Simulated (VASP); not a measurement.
Runs of VASP 6.6.1 on MgS. The structure is that of space group Fm-3m (No. 225), or close to it. The cells are those of the table. 

```csv
task,cell,k mesh,cutoff (eV),smearing,gap on the mesh (eV),pressure (GPa)
single point,"a = 3.626 Å, angles 60.0°, 2 atoms",8 × 8 × 8,520,gaussian 0.01 eV,2.65,-0.6
single point,"a = 3.635, b = 3.635, c = 3.626 Å, angles 60.1, 60.1, 59.8°, 2 atoms",8 × 8 × 8,520,gaussian 0.01 eV,2.62,-1.0
single point,"a = 3.635 Å, angles 59.7°, 2 atoms",8 × 8 × 8,520,gaussian 0.01 eV,2.62,-0.6
single point,"a = 3.626 Å, angles 60.0°, 2 atoms",12 × 12 × 12,520,fermi-dirac 0.05 eV,2.65,-0.6
single point,"a = 3.608 Å, angles 60.0°, 2 atoms",8 × 8 × 8,520,gaussian 0.01 eV,2.68,(a)
single point,"a = 3.617, b = 3.617, c = 3.626 Å, angles 59.9, 59.9, 60.2°, 2 atoms",8 × 8 × 8,520,gaussian 0.01 eV,(b),-0.1
relaxation of cell and atoms,"relaxed from a = 3.679 Å, angles 60.0°, 2 atoms",12 × 12 × 12,600,fermi-dirac 0.05 eV,2.66,0.0
```

Alike in all rows: level LDA; potentials or basis VASP PAW LDA potentials, release 64 (Mg, S); no spin polarisation.

Question: Fill in the values left out.

Answer: (a) 0.7; (b) 2.63.

A k mesh can miss the band edges.
